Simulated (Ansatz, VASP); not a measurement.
# One calculation of Sb, two programs

File INCAR:

```
SYSTEM = Sb
  PREC = Accurate
  ENCUT = 500
  EDIFF = 1E-6
  ISMEAR = 0
  SIGMA = 0.1
  LREAL = .False.
  LASPH = .True.
  NELM = 120
  ALGO = Normal
  ISIF = 2
  LWAVE = .False.
  LCHARG = .True.
  GGA = PS
  LELF = .True.
  LVHAR = .True.
  NBANDS = 8
  GGA_COMPAT = .False.
```

Contents of KPOINTS:

```
regular mesh
0
Gamma
  8 8 8
  0 0 0
```

Contents of POSCAR:

```
Sb
1.0
    5.2270052173      0.0000000000      0.0000000000
    0.0000000000      5.2270052173      0.0000000000
    0.0000000000      0.0000000000      5.2006595874
Sb
1
Direct
    0.0000000000      0.0000000000      0.0000000000
```

Input for Ansatz:

```yaml
crystal:
  lattice:
    - [5.2270052173, 0.0, 0.0]
    - [0.0, 5.2270052173, 0.0]
    - [0.0, 0.0, 5.2006595874]
  atoms:
    - { symbol: Sb, position: [0.0, 0.0, 0.0] }
basis:
  ecutwfc: 420
kpoints:
  mp_grid: { grid: [8, 8, 8] }
hamiltonian:
  xc: pbesol
scf:
  occupations: { method: gaussian, width: 0.1 }
output:
  forces: true
  stress: true
  eigenvalues: true
```

Alike in both runs: task single point; functional PBEsol; k mesh 8 × 8 × 8; occupations gaussian, width 0.1 eV; no spin polarisation.

|  | VASP | Ansatz |
| --- | --- | --- |
| version | VASP 6.6.1 | Ansatz 0.2.0 |
| potentials or method | VASP PAW PBE potentials, release 64 (Sb), cutoff 500 eV | scalar-relativistic, plane waves, PAW |
| valence electrons in the cell | 5 | 15 |

|  | VASP | Ansatz | Ansatz less VASP |
| --- | --- | --- | --- |
| gap on the k mesh at the Fermi level (eV) | none | none | - |
| pressure (GPa) | -1.7 | -1.7 | 0.00 |

VASP's potentials were made for PBE, not for PBEsol. A gap of «none» marks a metal or a gap that the smearing closes. VASP's potentials hold 5 valence electrons a cell and Ansatz's 15, so a difference there can come from the potentials and not from the codes.

Neither program's run includes spin-orbit coupling.
